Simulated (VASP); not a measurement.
Set up this calculation in VASP 6.6.1, as the native input.

| Property | Result |
| --- | --- |
| Task | single point |
| Functional | PBE |
| Potentials or basis | VASP PAW PBE potentials, release 64 (Co, Al) |
| Cutoff | 520 eV |
| k mesh | 15 × 15 × 13 |
| Occupations | fermi-dirac, width 0.08 eV |
| Spin | no spin polarisation |
| Dipole correction | no |
| Further INCAR settings | ALGO = Normal; EDIFF = 1e-07; NBANDS = 13 |

The structure of AlCo (WC type) lies in POSCAR:

```
AlCo
1.0
    2.5246351679      0.0000000000      0.0000000000
   -1.2623175839      2.1863981907      0.0000000000
    0.0000000000      0.0000000000      3.6092065536
Co Al
1 1
Direct
    0.0000000000      0.0000000000      0.0000000000
    0.3333333333      0.6666666667      0.5000000000
```

One way to write it, as run:

INCAR

```
PREC = Accurate
ENCUT = 520
EDIFF = 1E-7
ISMEAR = -1
SIGMA = 0.08
LREAL = False
LASPH = True
NELM = 60
ALGO = Normal
ISIF = 2
LWAVE = False
LCHARG = False
GGA = PE
NBANDS = 13
```

KPOINTS

```
Automatic mesh
0
Gamma
  15 15 13
```

Potentials or basis: VASP PAW PBE potentials, release 64 (Co, Al).

Run with:

```console
$ cat potpaw_PBE.64/Co/POTCAR potpaw_PBE.64/Al/POTCAR > POTCAR
$ mpirun -np 1 vasp_std > vasp.out
```

Results of the run:

* Pressure: 50.1 GPa
* Band gap on the k mesh: zero (band 6 reaches 13.63 eV, above the bottom of band 7 at 11.62 eV)

Wall time 65 s on 1 thread of Intel Xeon 8259CL, with other jobs on the host, peak memory 0.17 GiB.
